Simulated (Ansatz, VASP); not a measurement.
## GaN in VASP and in Ansatz

```
CELL_PARAMETERS angstrom
0.00000 1.99250 1.93273
1.99250 0.00000 1.93273
1.99250 1.99250 0.00000
ATOMIC_POSITIONS crystal
Ga 0.50000 0.50000 0.50000
N 0.00000 0.00000 0.00000
```

Change from the starting cell: zz strain of -3 %, crystal datasets.

Alike in both runs: task electric field gradients; functional PBEsol; k mesh 13 × 13 × 13; occupations fermi-dirac, width 0.02 eV; no spin polarisation.

|  | VASP | Ansatz |
| --- | --- | --- |
| version | VASP 6.6.1 | Ansatz 0.2.0 |
| potentials or method | VASP PAW PBE potentials, release 64 (Ga_d, N), cutoff 520 eV | all-electron PAW with datasets made for the crystal, scalar-relativistic |

```tsv
	VASP	Ansatz	Ansatz less VASP
gap on the k mesh at the Fermi level (eV)	1.75	1.77	+0.015
pressure (GPa)	75.5	74.7	-0.74
traceless stress, the component that is largest in VASP (GPa)	11.91	12.10	+0.191
size of Vzz on the site where it differs most (V/Å²)	33.3	33.6	+0.26
```

VASP's potentials were made for PBE, not for PBEsol. Both programs put the cell under a high pressure, so it lies far from rest at this level. Ansatz ran all-electron here, and VASP with PAW potentials.

Noted on VASP's run: the cell as given lies far from equilibrium.
